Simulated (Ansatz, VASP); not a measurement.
## One calculation of Ir, two programs

The input INCAR:

```
SYSTEM = Ir
PREC     = Accurate       ! precision mode
ENCUT    = 520            ! plane-wave cutoff, eV
EDIFF    = 1E-7           ! SCF threshold, eV
ISMEAR   = 0              ! smearing method
SIGMA    = 0.15           ! smearing width, eV
LREAL    = .FALSE.        ! projectors in reciprocal space
LASPH    = .TRUE.         ! aspherical terms in the spheres
NELM     = 80             ! most SCF steps
ALGO     = Fast           ! electronic algorithm
ISIF     = 2              ! what is computed and relaxed
LWAVE    = .FALSE.        ! write WAVECAR
LCHARG   = .FALSE.        ! write CHGCAR
GGA      = PS             ! functional
NBANDS   = 10             ! bands
```

KPOINTS

```
regular mesh
0
G
  22 22 22
  0 0 0
```

Contents of POSCAR:

```
Ir
1.0
    0.0000000000      1.9197000000      1.8909045000
    1.9197000000      0.0000000000      1.8909045000
    1.9197000000      1.9197000000      0.0000000000
Ir
1
Direct
    0.0000000000      0.0000000000      0.0000000000
```

Input for Ansatz:

```yaml
crystal:
  lattice:
    - [0.0, 1.9197, 1.8909045]
    - [1.9197, 0.0, 1.8909045]
    - [1.9197, 1.9197, 0.0]
  atoms:
    - { symbol: Ir, position: [0.0, 0.0, 0.0] }
basis:
  ecutwfc: 420
kpoints:
  mp_grid: { grid: [22, 22, 22] }
hamiltonian:
  xc: pbesol
scf:
  occupations: { method: gaussian, width: 0.15 }
output:
  forces: true
  stress: true
  eigenvalues: true
```

Change from the starting cell: strain -0.0150 x Voigt [0, 0, 1, 0, 0, 0], atoms carried along.

Alike in both runs: task single point; functional PBEsol; k mesh 22 × 22 × 22; occupations gaussian, width 0.15 eV; no spin polarisation.

```csv
,VASP,Ansatz
version,VASP 6.6.1,Ansatz 0.2.0
potentials or method,"VASP PAW PBE potentials, release 64 (Ir), cutoff 520 eV","scalar-relativistic, plane waves, PAW"
valence electrons in the cell,9,17
```

|  | VASP | Ansatz | Ansatz less VASP |
| --- | --- | --- | --- |
| gap on the k mesh at the Fermi level (eV) | none | none | - |
| pressure (GPa) | 4.4 | 3.3 | -1.03 |
| traceless stress, the component that is largest in VASP (GPa) | 3.88 | 3.89 | +0.011 |

VASP's potentials were made for PBE, not for PBEsol. A gap of «none» marks a metal or a gap that the smearing closes. VASP's potentials hold 9 valence electrons a cell and Ansatz's 17, so a difference there can come from the potentials and not from the codes.

Spin-orbit coupling is off throughout.
